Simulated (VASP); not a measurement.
Sr, 1 atom in the cell. The structure is orthorhombic, space group Immm (No. 71). The conventional cell has a = 4.607 Å, b = 4.850 Å, c = 5.093 Å, α = 90.00°, β = 90.00°, γ = 90.00°. Sr (site symmetry mmm) has 14 Sr at 4.20 to 5.09 Å within 5.5 Å.  This cell differs from its parent crystal: strain -0.0500 x Voigt [1, -1, 0, 0, 0, 0].

```yaml
Program: VASP 6.6.1
Task: single point
Functional: PBE
Potentials_or_basis: VASP PAW PBE potentials, release 64 (Sr_sv)
Cutoff: 520 eV
k_mesh: 14 × 14 × 14
Occupations: gaussian, width 0.15 eV
Spin: no spin polarisation
Dipole_correction: no
Further_INCAR_settings: ALGO = Normal; EDIFF = 1e-07; NBANDS = 11
```

Potentials or basis: VASP PAW PBE potentials, release 64 (Sr_sv).

The run is started by

```sh
$ cat potpaw_PBE.64/Sr_sv/POTCAR > POTCAR
$ mpirun -np 1 vasp_std > vasp.out
```

Hardware: 1 thread of Intel(R) Xeon(R) Platinum 8488C (Sapphire Rapids) (shared host).

Task: How long does it take, and how much memory?

Result: Wall time 82 s on 1 thread of Intel(R) Xeon(R) Platinum 8488C (Sapphire Rapids), on a shared host, peak memory 0.38 GiB. Counts: scf iterations 12, k points 428.
